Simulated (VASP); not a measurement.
## CsSnI3: single point with LDA

The system is CsSnI3.

```xyz
5
Lattice="6.3274 0.0000 0.0000 0.0000 6.3274 0.0000 0.0000 0.0000 6.3274" Properties=species:S:1:pos:R:3 pbc="T T T"
Cs    0.0000    0.0000    0.0000
I     3.1637    3.1637    0.0000
I     3.1637    0.0000    3.1637
I     0.0000    3.1637    3.1637
Sn    3.1637    3.1637    3.1637
```

This cell differs from its parent crystal: volume scaled by 1.06.

```json
{
 "Program": "VASP 6.6.1",
 "Task": "single point",
 "Functional": "LDA",
 "Potentials or basis": "VASP PAW LDA potentials, release 64 (Cs_sv, I, Sn_d)",
 "Cutoff": "520 eV",
 "k mesh": "5 × 5 × 5",
 "Occupations": "fermi-dirac, width 0.05 eV",
 "Spin": "no spin polarisation",
 "Dipole correction": "no",
 "Further INCAR settings": "ALGO = Normal; EDIFF = 1e-07; NBANDS = 30"
}
```

```json
{
 "Pressure": "-2.2 GPa",
 "Band gap on the k mesh": "1.78 eV, direct"
}
```

Levels at points of the mesh, in eV from the valence-band top:
| k point | band 20 | band 21 | band 22 | band 23 | band 24 | band 25 |
| --- | --- | --- | --- | --- | --- | --- |
| (0.00, 0.00, 0.00) | -1.00 | -1.00 | -1.00 | 2.97 | 4.09 | 4.09 |

Run time: 46 s on 1 thread of Intel(R) Xeon(R) 6975P-C (Granite Rapids), on a shared host, peak memory 0.3 GiB.

Caveat: spin-orbit coupling is left out, which moves the levels of the heavy elements. A k mesh can miss the band edges.
